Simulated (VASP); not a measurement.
PbS:

```
Pb S
1.0
     0.00000    3.30098    3.30098
     3.30098    0.00000    3.30098
     3.30098    3.30098    0.00000
Pb S
1 1
Cartesian
  0.0000 0.0000 0.0000
  1.6505 1.6505 1.6505
```

Base run:

* Program: VASP 6.6.1
* Functional: PBE
* Potentials or basis: VASP PAW PBE potentials, release 64 (Pb_d, S)
* Cutoff: 520 eV
* k mesh: 4 × 4 × 4
* Occupations: gaussian, width 0.01 eV
* Spin: no spin polarisation

Its results: band gap on the k mesh 0.80 eV (least direct gap 1.27 eV); pressure 0.7 GPa.

Task: The run is repeated on the same cell with these changes: k mesh from 4 × 4 × 4 to 6 × 6 × 6; occupations from gaussian, width 0.01 eV to fermi-dirac, width 0.02 eV. What comes out?

Result: Band gap on the k mesh 0.91 eV (least direct gap 1.27 eV); pressure 0.7 GPa.

Caveats: spin-orbit coupling is left out, which moves the levels of the heavy elements.

A k mesh can miss the band edges.
